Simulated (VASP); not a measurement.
# Mn (Pm-3m) in VASP: a series of runs

The runs below take Mn through single point, with PBE.

Everything below comes from runs of VASP 6.6.1. Logs are shortened: lines on timing, memory, paths and dates and some standing lists are left out, and cuts for length are marked.

## 1. The cell of the first run

The structure is cubic, space group Pm-3m (No. 221). The conventional cell has a = 2.274 Å, b = 2.274 Å, c = 2.274 Å, α = 90.00°, β = 90.00°, γ = 90.00°. Within 3.0 Å of Mn (site symmetry m-3m) lie 6 Mn at 2.27 Å.

This isn't the form of Mn at room conditions, which is a 58-atom cubic cell.

## 2. Single point, PBE, collinear spin, antiferromagnetic start (11.76 Å³/atom)

Input file INCAR:

```
SYSTEM = Mn
ALGO = Normal ; EDIFF = 1E-7
ENCUT = 520 ; GGA = PE
ISIF = 2 ; ISMEAR = -1
ISPIN = 2 ; LASPH = .True.
LCHARG = .False. ; LMAXMIX = 4
LORBIT = 11 ; LREAL = .False.
LWAVE = .False. ; MAGMOM = 2.238 -2.238
NBANDS = 24 ; NELM = 150
PREC = Accurate ; SIGMA = 0.05
```

Input file KPOINTS:

```
k-points
0
Gamma
  13 13 13
  0 0 0
```

Input file POSCAR:

```
Mn
1.0
    0.0000000000      2.2741170498      2.2741170498
    2.2741170498      0.0000000000      2.2741170498
    2.2741170498      2.2741170498      0.0000000000
Mn
2
Direct
    0.0000000000      0.0000000000      0.0000000000
    0.5000000000      0.5000000000      0.5000000000
```

Potentials or basis: VASP PAW PBE potentials, release 64 (Mn_pv).

The run is started by

```console
$ cat potpaw_PBE.64/Mn_pv/POTCAR > POTCAR
$ mpirun -np 1 vasp_std > vasp.out
```

OUTCAR:

```text
SYSTEM = Mn
   EDIFF = 1E-7
   ENCUT = 520
   GGA = PE
   ISIF = 2
   ISMEAR = -1
   ISPIN = 2
   LASPH = .True.
   LORBIT = 11
   LREAL = .False.
   NELM = 150
   PREC = Accurate

 ion  position               nearest neighbor table
   1  0.000  0.000  0.000-   2 2.27   2 2.27   2 2.27   2 2.27   2 2.27   2 2.27
   2  0.500  0.500  0.500-   1 2.27   1 2.27   1 2.27   1 2.27   1 2.27   1 2.27

  LATTYP: Found a face centered cubic cell.
 ALAT       =     4.5482340996

  Lattice vectors:

 A1 = (   0.0000000000,   2.2741170498,   2.2741170498)
 A2 = (   2.2741170498,   0.0000000000,   2.2741170498)
 A3 = (   2.2741170498,   2.2741170498,   0.0000000000)

Analysis of symmetry for initial positions (statically):
=====================================================================
 Subroutine PRICEL returns following result:

  LATTYP: Found a simple cubic cell.
 ALAT       =     2.2741170498

  Lattice vectors:

 A1 = (  -2.2741170498,   0.0000000000,   0.0000000000)
 A2 = (   0.0000000000,   0.0000000000,   2.2741170498)
 A3 = (   0.0000000000,   2.2741170498,   0.0000000000)

   2 primitive cells build up your supercell.

 Routine SETGRP: Setting up the symmetry group for a
 face centered cubic supercell.

 Subroutine GETGRP returns: Found 48 space group operations
 (whereof 48 operations were pure point group operations)
 out of a pool of 48 trial point group operations.

The static configuration has the point symmetry O_h .

Analysis of symmetry for dynamics (positions and initial velocities):
=====================================================================
 Subroutine PRICEL returns following result:

  LATTYP: Found a simple cubic cell.
 ALAT       =     2.2741170498

  Lattice vectors:

 A1 = (  -2.2741170498,   0.0000000000,   0.0000000000)
 A2 = (   0.0000000000,   0.0000000000,   2.2741170498)
 A3 = (   0.0000000000,   2.2741170498,   0.0000000000)

   2 primitive cells build up your supercell.

 Routine SETGRP: Setting up the symmetry group for a
 face centered cubic supercell.

 Subroutine GETGRP returns: Found 48 space group operations
 (whereof 48 operations were pure point group operations)
 out of a pool of 48 trial point group operations.

The dynamic configuration has the point symmetry O_h .

Analysis of structural, dynamic, and magnetic symmetry:
=====================================================================
 Subroutine PRICEL returns following result:

  LATTYP: Found a simple cubic cell.
 ALAT       =     2.2741170498

  Lattice vectors:

 A1 = (  -2.2741170498,   0.0000000000,   0.0000000000)
 A2 = (   0.0000000000,   0.0000000000,   2.2741170498)
 A3 = (   0.0000000000,   2.2741170498,   0.0000000000)

   2 primitive cells build up your supercell.

 Routine SETGRP: Setting up the symmetry group for a
 face centered cubic supercell.

 Subroutine GETGRP returns: Found 48 space group operations
 (whereof 48 operations were pure point group operations)
 out of a pool of 48 trial point group operations.

The overall configuration has the point symmetry O_h .

 Subroutine INISYM returns: Found 48 space group operations
 (whereof 48 operations are pure point group operations),
 and found     2 'primitive' translations

----------------------------------------------------------------------------------------

                                     Primitive cell

  volume of cell :      11.7608

  direct lattice vectors                    reciprocal lattice vectors
    -2.274117050  0.000000000  0.000000000    -0.439731104  0.000000000  0.000000000
     0.000000000  0.000000000  2.274117050     0.000000000  0.000000000  0.439731104
     0.000000000  2.274117050  0.000000000     0.000000000  0.439731104  0.000000000

  length of vectors
     2.274117050  2.274117050  2.274117050     0.439731104  0.439731104  0.439731104

  position of ions in fractional coordinates (direct lattice)
     0.000000000  0.000000000  0.000000000

  ion indices of the primitive-cell ions
   primitive index   ion index
                 1           1

----------------------------------------------------------------------------------------

 KPOINTS: k-points

Automatic generation of k-mesh.
 Grid dimensions read from file:
 generate k-points for:   13   13   13

 Generating k-lattice:

  Cartesian coordinates                     Fractional coordinates (reciprocal lattice)
    -0.016912735  0.016912735  0.016912735     0.076923077  0.000000000  0.000000000
     0.016912735 -0.016912735  0.016912735     0.000000000  0.076923077  0.000000000
     0.016912735  0.016912735 -0.016912735     0.000000000  0.000000000  0.076923077

  Length of vectors
     0.029293716  0.029293716  0.029293716

  Shift w.r.t. Gamma in fractional coordinates (k-lattice)
     0.000000000  0.000000000  0.000000000

 Subroutine IBZKPT returns following result:
 ===========================================

 Found     84 irreducible k-points:

 Following reciprocal coordinates:
            Coordinates               Weight
  0.000000  0.000000  0.000000      1.000000
  0.076923  0.000000  0.000000      8.000000
  0.153846  0.000000  0.000000      8.000000
  0.230769  0.000000  0.000000      8.000000
  0.307692  0.000000  0.000000      8.000000
  0.384615  0.000000  0.000000      8.000000
[... 16 lines left out ...]
  0.384615  0.153846  0.000000     24.000000
  0.461538  0.153846  0.000000     24.000000
 [... further k-points ...]
   k-points           NKPTS =     84   k-points in BZ     NKDIM =     84   number of bands    NBANDS=     24
   number of dos      NEDOS =    301   number of ions     NIONS =      2
   total plane-waves  NPLWV =  13824
   dimension x,y,z NGX =    24 NGY =   24 NGZ =   24
   dimension x,y,z NGXF=    48 NGYF=   48 NGZF=   48
   ions per type =               2
   NGX,Y,Z   is equivalent  to a cutoff of  12.41, 12.41, 12.41 a.u.
   NGXF,Y,Z  is equivalent  to a cutoff of  24.81, 24.81, 24.81 a.u.
 SYSTEM =  Mn
   PREC   = accura    normal or accurate (medium, high low for compatibility)
   ISTART =      0    job   : 0-new  1-cont  2-samecut
   ICHARG =      2    charge: 1-file 2-atom 10-const
   ISPIN  =      2    spin polarized calculation?
   LNONCOLLINEAR =      F non collinear calculations
   LSORBIT =      F    spin-orbit coupling
   LASPH  =      T    aspherical Exc in radial PAW
   ENCUT  =  520.0 eV  38.22 Ry    6.18 a.u.   5.98  5.98  5.98*2*pi/ulx,y,z
   NELM   =    150;   NELMIN=  2; NELMDL= -5     # of ELM steps
   EDIFF  = 0.1E-06   stopping-criterion for ELM
   LREAL  =      F    real-space projection
   EDIFFG = 0.1E-05   stopping-criterion for IOM
   NSW    =      0    number of steps for IOM
   IBRION =     -1    ionic relax: 0-MD 1-quasi-New 2-CG
   NFREE  =      0    steps in history (QN), initial steepest desc. (CG)
   ISIF   =      2    stress and relaxation
   ISYM   =      2    0-nonsym 1-usesym 2-fastsym
   POTIM  = 0.5000    time-step for ionic-motion
   TEBEG  =    0.0;   TEEND  =   0.0 temperature during run
   PSTRESS=    0.0 pullay stress
   NELECT =      26.0000    total number of electrons
   NUPDOWN=      -1.0000    fix difference up-down
   EMIN   =  10.00;   EMAX   =-10.00  energy-range for DOS
   EFERMI =   0.00;   METHOD = LEGACY
   ISMEAR =    -1;   SIGMA  =   0.05  broadening in eV -4-tet -1-fermi 0-gaus
   EFERMI_NEDOS =   21; number of points for ismear=-14 and -15
   IALGO  =     38    algorithm
   IMIX   =      4    mixing-type and parameters
     AMIX     =   0.40;   BMIX     =  1.00
     AMIX_MAG =   1.60;   BMIX_MAG =  1.00
  volume/ion in A,a.u.               =      11.76        79.37
  Fermi-wavevector in a.u.,A,eV,Ry     =   1.692686  3.198713 38.983232  2.865187
  Thomas-Fermi vector in A             =   2.774228
   LORBIT       =     11    0 simple, 1 ext, 2 COOP (PROOUT), +10 PAW based schemes
   GGA     = PE    functional components
   LHFCALC =     F    Hartree Fock is set to
   AEXX    =    0.0000 exact exchange contribution
   IVDW    =     0    specifies the selected vdW correction
   LEPSILON=     F    determine dielectric tensor
   LRPA    =     F    only Hartree local field effects (RPA)
 spin polarized calculation
  energy-cutoff  :      520.00
  volume of cell :       23.52
 maximum number of plane-waves:       646
   NGX = 11   NGY = 11   NGZ = 11

 number of electron      26.0000011 magnetization       0.0000000

 number of electron      26.0000011 magnetization      -0.0000000

 Free energy of the ion-electron system (eV)
  ---------------------------------------------------
  ext. energy  EPLUGINS =         0.00000000
  ---------------------------------------------------
  free energy    TOTEN  =       -16.45415052 eV

  energy without entropy =      -16.43640240  energy(sigma->0) =      -16.44527646

 E-fermi :   9.9348     XC(G=0): -13.3246

 val. band max:        9.9223762680   @ k =   0.3846   0.0000   0.0000
 cond. band min:       9.9365250442   @ k =  -0.1538   0.2308   0.0769
 fundamental gap:      0.0141487762
 Fermi energy:         9.9347781638

 spin component 1

 k-point     1 :       0.0000    0.0000    0.0000
  band No.  band energies     occupation
      1     -39.2752      1.00000
      2     -39.2752      1.00000
      3     -39.2752      1.00000
      4     -37.1934      1.00000
      5     -37.1934      1.00000
      6     -37.1934      1.00000
[... 637 lines left out ...]
     23      29.0179      0.00000
     24      29.6546      0.00000

 [... further k-points ...]

 spin component 2

 k-point     1 :       0.0000    0.0000    0.0000
  band No.  band energies     occupation
      1     -39.2752      1.00000
      2     -39.2752      1.00000
      3     -39.2752      1.00000
      4     -37.1934      1.00000
      5     -37.1934      1.00000
      6     -37.1934      1.00000
[... 637 lines left out ...]
     23      29.0179      0.00000
     24      29.6546      0.00000

 [... further k-points ...]

------------------------ aborting loop because EDIFF is reached ----------------------------------------

  FORCE on cell =-STRESS in cart. coord.  units (eV):
  Direction    XX          YY          ZZ          XY          YZ          ZX
  --------------------------------------------------------------------------------------
  -------------------------------------------------------------------------------------
  Total        2.7563456      2.7563456      2.7563456     -0.0000000      0.0000000     -0.0000000
  in kB      187.7482171    187.7482171    187.7482171     -0.0000000      0.0000000     -0.0000000
  external PRESSURE =     187.7482171 kB  Pullay stress =       0.0000000 kB

 VOLUME and BASIS-vectors are now :
 -----------------------------------------------------------------------------
  energy-cutoff  :      520.00
  volume of cell :       23.52
      direct lattice vectors                 reciprocal lattice vectors
     0.000000000  2.274117050  2.274117050    -0.219865552  0.219865552  0.219865552
     2.274117050  0.000000000  2.274117050     0.219865552 -0.219865552  0.219865552
     2.274117050  2.274117050  0.000000000     0.219865552  0.219865552 -0.219865552

 POSITION                                       TOTAL-FORCE (eV/Angst)
 -----------------------------------------------------------------------------------
      0.00000      0.00000      0.00000        -0.000000      0.000000     -0.000000
      2.27412      2.27412      2.27412         0.000000     -0.000000      0.000000
 -----------------------------------------------------------------------------------
    total drift:                                0.000000     -0.000000      0.000000

  FREE ENERGIE OF THE ION-ELECTRON SYSTEM (eV)
  ---------------------------------------------------
  free  energy   TOTEN  =       -16.4541505178 eV

  energy  without entropy=      -16.4364023957  energy(sigma->0) =      -16.44527646

 total charge

# of ion       s       p       d       tot
------------------------------------------
    1        0.442   6.332   5.253  12.027
    2        0.442   6.332   5.253  12.027
--------------------------------------------------
tot          0.884  12.664  10.507  24.055

 magnetization (x)

# of ion       s       p       d       tot
------------------------------------------
    1        0.028   0.017   1.834   1.879
    2       -0.028  -0.017  -1.834  -1.879
--------------------------------------------------
tot          0.000   0.000   0.000   0.000
```

Wall time 30 s (1 thread of Intel Xeon 6975P-C (Granite Rapids), shared host); peak memory 0.19 GiB.

Results:

* Free energy: -16.4542 eV
* Pressure: 18.8 GPa
* Band gap on the k mesh: zero (filled and empty bands overlap)
* Net moment: 0.00 μB per cell
* Site moments: Mn +1.88, -1.88 μB
* Valence electrons inside the program's atomic spheres: Mn 12.03

Caveat: the cell stands under pressure.

(Continued in part 2 of 2.)
